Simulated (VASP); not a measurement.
# Ru in VASP: single point with PBE

Aim: the single point of Ru with PBE.

Program: VASP 6.6.1. These are calculated values, not measurements. Logs are shortened: lines on timing, memory, paths and dates and some standing lists are left out, and cuts for length are marked.

### 1 The cell of the first run

The cell holds a slab with vacuum, 7 atoms: a = 2.706 Å, b = 2.706 Å, c = 28.846 Å, α = 90.00°, β = 90.00°, γ = 60.00°.

### 2 Single point, PBE

INCAR

```
PREC = Accurate
ENCUT = 520
EDIFF = 1E-6
ISMEAR = 0
SIGMA = 0.05
LREAL = F
LASPH = T
NELM = 60
ALGO = Normal
ISIF = 2
LWAVE = F
LCHARG = T
LDIPOL = T
IDIPOL = 3
DIPOL = 0.5 0.5 0.500
GGA = PE
LELF = T
LVHAR = T
LVACPOTAV = T
NBANDS = 58
```

KPOINTS

```
regular mesh
0
Gamma
  16 16 1
```

POSCAR

```
Ru
1.0
    2.7060000000      0.0000000000      0.0000000000
    1.3530000000      2.3434647426      0.0000000000
    0.0000000000      0.0000000000     28.8460000000
Ru
7
Direct
    0.0000000000      0.0000000000      0.2787693226
    0.6666666667      0.6666666667      0.3504240303
    0.0000000000      0.0000000000      0.4251780003
    0.6666666667      0.6666666667      0.5000000064
    0.0000000000      0.0000000000      0.5748219847
    0.6666666667      0.6666666667      0.6495759714
    0.0000000000      0.0000000000      0.7212306842
```

Potentials or basis: VASP PAW PBE potentials, release 64 (Ru_pv).

Run with:

```bash
$ cat potpaw_PBE.64/Ru_pv/POTCAR > POTCAR
$ mpirun -np 1 vasp_std > vasp.out
```

OUTCAR:

```text
PREC = Accurate
   ENCUT = 520
   EDIFF = 1E-6
   ISMEAR = 0
   LREAL = F
   LASPH = T
   NELM = 60
   ISIF = 2
   GGA = PE

 ion  position               nearest neighbor table
   1  0.000  0.000  0.279-   2 2.59   2 2.59   2 2.59
   2  0.667  0.667  0.350-   1 2.59   1 2.59   1 2.59   3 2.66   3 2.66   3 2.66
   3  0.000  0.000  0.425-   2 2.66   2 2.66   2 2.66   4 2.66   4 2.66   4 2.66
   4  0.667  0.667  0.500-   5 2.66   5 2.66   5 2.66   3 2.66   3 2.66   3 2.66
   5  0.000  0.000  0.575-   6 2.66   6 2.66   6 2.66   4 2.66   4 2.66   4 2.66
   6  0.667  0.667  0.650-   7 2.59   7 2.59   7 2.59   5 2.66   5 2.66   5 2.66
   7  0.000  0.000  0.721-   6 2.59   6 2.59   6 2.59

  LATTYP: Found a hexagonal cell.
 ALAT       =     2.7060000000
 C/A-ratio  =    10.6600147821

  Lattice vectors:

 A1 = (  -1.3530000000,  -2.3434647426,   0.0000000000)
 A2 = (   2.7060000000,   0.0000000000,   0.0000000000)
 A3 = (   0.0000000000,   0.0000000000,  28.8460000000)

Analysis of symmetry for initial positions (statically):
=====================================================================
 Subroutine PRICEL returns:
 Original cell was already a primitive cell.

 Routine SETGRP: Setting up the symmetry group for a
 hexagonal supercell.

 Subroutine GETGRP returns: Found 12 space group operations
 (whereof 12 operations were pure point group operations)
 out of a pool of 24 trial point group operations.

The static configuration has the point symmetry D_3h.

Analysis of symmetry for dynamics (positions and initial velocities):
=====================================================================
 Subroutine PRICEL returns:
 Original cell was already a primitive cell.

 Routine SETGRP: Setting up the symmetry group for a
 hexagonal supercell.

 Subroutine GETGRP returns: Found 12 space group operations
 (whereof 12 operations were pure point group operations)
 out of a pool of 24 trial point group operations.

The dynamic configuration has the point symmetry D_3h.

 Subroutine INISYM returns: Found 12 space group operations
 (whereof 12 operations are pure point group operations),
 and found     1 'primitive' translations

----------------------------------------------------------------------------------------

                                     Primitive cell

  volume of cell :     182.9245

  direct lattice vectors                    reciprocal lattice vectors
     2.706000000  0.000000000  0.000000000     0.369549150 -0.213359301  0.000000000
     1.353000000  2.343464743  0.000000000     0.000000000  0.426718603  0.000000000
     0.000000000  0.000000000 28.846000000     0.000000000  0.000000000  0.034666852

  length of vectors
     2.706000000  2.706000000 28.846000000     0.426718603  0.426718603  0.034666852

  position of ions in fractional coordinates (direct lattice)
     0.000000000  0.000000000  0.278769323
     0.666666667  0.666666667  0.350424030
     0.000000000  0.000000000  0.425178000
     0.666666667  0.666666667  0.500000006
     0.000000000  0.000000000  0.574821985
     0.666666667  0.666666667  0.649575971
     0.000000000  0.000000000  0.721230684

  ion indices of the primitive-cell ions
   primitive index   ion index
                 1           1
                 2           2
                 3           3
                 4           4
                 5           5
                 6           6
                 7           7

----------------------------------------------------------------------------------------

 KPOINTS: regular mesh

Automatic generation of k-mesh.
 Grid dimensions read from file:
 generate k-points for:   16   16    1

 Generating k-lattice:

  Cartesian coordinates                     Fractional coordinates (reciprocal lattice)
     0.023096822 -0.013334956  0.000000000     0.062500000 -0.000000000  0.000000000
     0.000000000  0.026669913  0.000000000     0.000000000  0.062500000  0.000000000
     0.000000000  0.000000000  0.034666852     0.000000000  0.000000000  1.000000000

  Length of vectors
     0.026669913  0.026669913  0.034666852

  Shift w.r.t. Gamma in fractional coordinates (k-lattice)
     0.000000000  0.000000000  0.000000000

 Subroutine IBZKPT returns following result:
 ===========================================

 Found     30 irreducible k-points:

 Following reciprocal coordinates:
            Coordinates               Weight
  0.000000  0.000000  0.000000      1.000000
  0.062500  0.000000  0.000000      6.000000
  0.125000  0.000000  0.000000      6.000000
  0.187500  0.000000  0.000000      6.000000
  0.250000  0.000000  0.000000      6.000000
  0.312500  0.000000  0.000000      6.000000
[... 16 lines left out ...]
  0.375000  0.187500  0.000000      6.000000
  0.437500  0.187500  0.000000     12.000000
 [... further k-points ...]
   k-points           NKPTS =     30   k-points in BZ     NKDIM =     30   number of bands    NBANDS=     58
   number of dos      NEDOS =    301   number of ions     NIONS =      7
   total plane-waves  NPLWV =  86400
   dimension x,y,z NGX =    20 NGY =   20 NGZ =  216
   dimension x,y,z NGXF=    40 NGYF=   40 NGZF=  432
   ions per type =               7
   NGX,Y,Z   is equivalent  to a cutoff of  12.29, 12.29, 12.45 a.u.
   NGXF,Y,Z  is equivalent  to a cutoff of  24.57, 24.57, 24.90 a.u.
 SYSTEM =  unknown system
   PREC   = accura    normal or accurate (medium, high low for compatibility)
   ISTART =      0    job   : 0-new  1-cont  2-samecut
   ICHARG =      2    charge: 1-file 2-atom 10-const
   ISPIN  =      1    spin polarized calculation?
   LNONCOLLINEAR =      F non collinear calculations
   LSORBIT =      F    spin-orbit coupling
   LASPH  =      T    aspherical Exc in radial PAW
   ENCUT  =  520.0 eV  38.22 Ry    6.18 a.u.   5.03  5.03 53.63*2*pi/ulx,y,z
   NELM   =     60;   NELMIN=  2; NELMDL= -5     # of ELM steps
   EDIFF  = 0.1E-05   stopping-criterion for ELM
   LREAL  =      F    real-space projection
   EDIFFG = 0.1E-04   stopping-criterion for IOM
   NSW    =      0    number of steps for IOM
   IBRION =     -1    ionic relax: 0-MD 1-quasi-New 2-CG
   NFREE  =      0    steps in history (QN), initial steepest desc. (CG)
   ISIF   =      2    stress and relaxation
   ISYM   =      2    0-nonsym 1-usesym 2-fastsym
   POTIM  = 0.5000    time-step for ionic-motion
   TEBEG  =    0.0;   TEEND  =   0.0 temperature during run
   PSTRESS=    0.0 pullay stress
   NELECT =      98.0000    total number of electrons
   NUPDOWN=      -1.0000    fix difference up-down
   EMIN   =  10.00;   EMAX   =-10.00  energy-range for DOS
   EFERMI =   0.00;   METHOD = LEGACY
   ISMEAR =     0;   SIGMA  =   0.05  broadening in eV -4-tet -1-fermi 0-gaus
   EFERMI_NEDOS =   21; number of points for ismear=-14 and -15
   IALGO  =     38    algorithm
   IMIX   =      4    mixing-type and parameters
     AMIX     =   0.40;   BMIX     =  1.00
     AMIX_MAG =   1.60;   BMIX_MAG =  1.00
  volume/ion in A,a.u.               =      26.13       176.35
  Fermi-wavevector in a.u.,A,eV,Ry     =   1.329616  2.512610 24.053452  1.767879
  Thomas-Fermi vector in A             =   2.458765
   LORBIT       =      0    0 simple, 1 ext, 2 COOP (PROOUT), +10 PAW based schemes
   GGA     = PE    functional components
   LHFCALC =     F    Hartree Fock is set to
   AEXX    =    0.0000 exact exchange contribution
   IVDW    =     0    specifies the selected vdW correction
   LEPSILON=     F    determine dielectric tensor
   LRPA    =     F    only Hartree local field effects (RPA)
 non-spin polarized calculation
 Gauss-broadening in eV      SIGMA  =   0.05
  energy-cutoff  :      520.00
  volume of cell :      182.92
 maximum number of plane-waves:      4983
   NGX =  9   NGY =  9   NGZ =107

 dipolmoment           0.000000      0.000000     -0.000000 electrons x Angstroem

 number of electron      97.9999988 magnetization

 dipolmoment           0.000000      0.000000      0.000000 electrons x Angstroem

 Free energy of the ion-electron system (eV)
  ---------------------------------------------------
  ext. energy  EPLUGINS =         0.00000000
  ---------------------------------------------------
  free energy    TOTEN  =       -62.55013850 eV

  energy without entropy =      -62.54303074  energy(sigma->0) =      -62.54658462

 E-fermi :   4.3327     XC(G=0):  -8.0348

 val. band max:        4.3187512350   @ k =   0.3750   0.1875   0.0000
 cond. band min:       4.3361854097   @ k =   0.2500   0.0625   0.0000
 fundamental gap:      0.0174341747
 Fermi energy:         4.3327062812

 k-point     1 :       0.0000    0.0000    0.0000
  band No.  band energies     occupation
      1     -39.3122      2.00000
      2     -39.2441      2.00000
      3     -38.9722      2.00000
      4     -38.6806      2.00000
      5     -38.4943      2.00000
      6     -38.4943      2.00000
[... 50 lines left out ...]
     57       5.0627      0.00000
     58       5.3440      0.00000

 k-point     2 :       0.0625    0.0000    0.0000
  band No.  band energies     occupation
      1     -39.3006      2.00000
      2     -39.2354      2.00000
      3     -38.9701      2.00000
      4     -38.6927      2.00000
      5     -38.5298      2.00000
      6     -38.5143      2.00000
[... 50 lines left out ...]
     57       4.8903      0.00000
     58       5.0843      0.00000

 k-point     3 :       0.1250    0.0000    0.0000
  band No.  band energies     occupation
      1     -39.2671      2.00000
      2     -39.2112      2.00000
      3     -38.9673      2.00000
      4     -38.7395      2.00000
      5     -38.6197      2.00000
      6     -38.5643      2.00000
[... 1216 lines left out ...]
      3     -39.0854      2.00000
      4     -39.0676      2.00000
      5     -38.9508      2.00000
      6     -38.8641      2.00000
[... 50 lines left out ...]
     57       5.8581      0.00000
     58       6.1729      0.00000

 k-point    24 :       0.4375    0.1875    0.0000
  band No.  band energies     occupation
      1     -39.1488      2.00000
      2     -39.1468      2.00000
      3     -39.0937      2.00000
      4     -39.0921      2.00000
      5     -38.9610      2.00000
      6     -38.9461      2.00000
[... 50 lines left out ...]
     57       6.9593      0.00000
     58       7.1390      0.00000

 [... further k-points ...]

------------------------ aborting loop because EDIFF is reached ----------------------------------------

  FORCE on cell =-STRESS in cart. coord.  units (eV):
  Direction    XX          YY          ZZ          XY          YZ          ZX
  --------------------------------------------------------------------------------------
  -------------------------------------------------------------------------------------
  Total       -0.1971917     -0.1971917      0.0075879      0.0000000      0.0000000      0.0000000
  in kB       -1.7271390     -1.7271390      0.0664596      0.0000000      0.0000000      0.0000000
  external PRESSURE =      -1.1292728 kB  Pullay stress =       0.0000000 kB

 VOLUME and BASIS-vectors are now :
 -----------------------------------------------------------------------------
  energy-cutoff  :      520.00
  volume of cell :      182.92
      direct lattice vectors                 reciprocal lattice vectors
     2.706000000  0.000000000  0.000000000     0.369549150 -0.213359301  0.000000000
     1.353000000  2.343464743  0.000000000     0.000000000  0.426718603  0.000000000
     0.000000000  0.000000000 28.846000000     0.000000000  0.000000000  0.034666852

 POSITION                                       TOTAL-FORCE (eV/Angst)
 -----------------------------------------------------------------------------------
      0.00000      0.00000      8.04138        -0.000000      0.000000     -0.013254
      2.70600      1.56231     10.10833        -0.000000     -0.000000      0.008546
      0.00000      0.00000     12.26468         0.000000     -0.000000      0.000236
      2.70600      1.56231     14.42300        -0.000000     -0.000000      0.000000
      0.00000      0.00000     16.58131         0.000000      0.000000     -0.000236
      2.70600      1.56231     18.73767        -0.000000     -0.000000     -0.008546
      0.00000      0.00000     20.80462         0.000000      0.000000      0.013254
 -----------------------------------------------------------------------------------
    total drift:                               -0.000001     -0.000000      0.000010

  FREE ENERGIE OF THE ION-ELECTRON SYSTEM (eV)
  ---------------------------------------------------
  free  energy   TOTEN  =       -62.5501385045 eV

  energy  without entropy=      -62.5430307392  energy(sigma->0) =      -62.54658462

 vacuum level on the upper side and lower side of the slab         9.322         9.322
```

It took 7.6 min on 1 thread of Intel Xeon Platinum 8488C (Sapphire Rapids), shared host; peak memory 0.39 GiB.

Results:

| Item | Value |
| --- | --- |
| Free energy | -62.5501 eV |
| Largest force | 0.013 eV/Å |
| Band gap on the k mesh | zero (bands 49 and 50 overlap by 2.53 eV) |

Forces on the atoms (eV/Å):
```
Ru   0.000  0.000 -0.013
Ru   0.000  0.000  0.009
Ru   0.000  0.000  0.000
Ru   0.000  0.000  0.000
Ru   0.000  0.000  0.000
Ru   0.000  0.000 -0.009
Ru   0.000  0.000  0.013
```
